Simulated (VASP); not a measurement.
Input of a VASP 6.6.1 run:

Contents of POSCAR:

```
SiGe
1.0
    3.9824651959      0.0000000000      0.0000000000
   -1.9912325979      3.4489160293      0.0000000000
    0.0000000000      0.0000000000      6.5827532605
Si Ge
2 2
Direct
    0.6666666667      0.3333333333      0.8746243881
    0.3333333333      0.6666666667      0.3746243881
    0.6666666667      0.3333333333      0.5003746119
    0.3333333333      0.6666666667      0.0003746119
```

INCAR.step1

```
  ALGO = Normal
  EDIFF = 1E-4
  ENCUT = 520
  GGA = PE
  ISMEAR = 0
  LASPH = True
  LCHARG = False
  LREAL = False
  LWAVE = True
  NBANDS = 26
  NELM = 80
  PREC = Accurate
  SIGMA = 0.02
```

File INCAR.step2:

```
  ALGO = Normal
  EDIFF = 1E-7
  ENCUT = 520
  ISIF = 2
  ISMEAR = 0
  ISTART = 1
  LASPH = True
  LCHARG = False
  LMIXTAU = True
  LREAL = False
  LWAVE = False
  METAGGA = R2SCAN
  NBANDS = 26
  NELM = 80
  PREC = Accurate
  SIGMA = 0.02
```

Contents of KPOINTS:

```
k-points
0
Gamma
  12 12 4
```

Potentials or basis: VASP PAW PBE potentials, release 64 (Si, Ge_d).

Run with:

```console
$ cat potpaw_PBE.64/Si/POTCAR potpaw_PBE.64/Ge_d/POTCAR > POTCAR
$ cp INCAR.step1 INCAR
$ mpirun -np 1 vasp_std > vasp.out
$ cp INCAR.step2 INCAR
$ mpirun -np 1 vasp_std > vasp.out
```

Question: What does it give for the band gap on the k mesh?

Answer: 0.60 eV.

Question: What does it give for the pressure?

Answer: -4.4 GPa.

Forces on the atoms (eV/Å):
```
Si   0.000  0.000 -0.002
Si   0.000  0.000 -0.002
Ge   0.000  0.000  0.002
Ge   0.000  0.000  0.002
```

Caveat: the cell differs from its parent crystal (equal strain along all axes, cell held: +2.0 %, then relaxed in part); the cell stands under tension; semilocal functionals underestimate gaps, and a narrow one can read as zero; the PAW data sets were made with another functional, which shifts forces and pressure a little. A k mesh can miss the band edges.
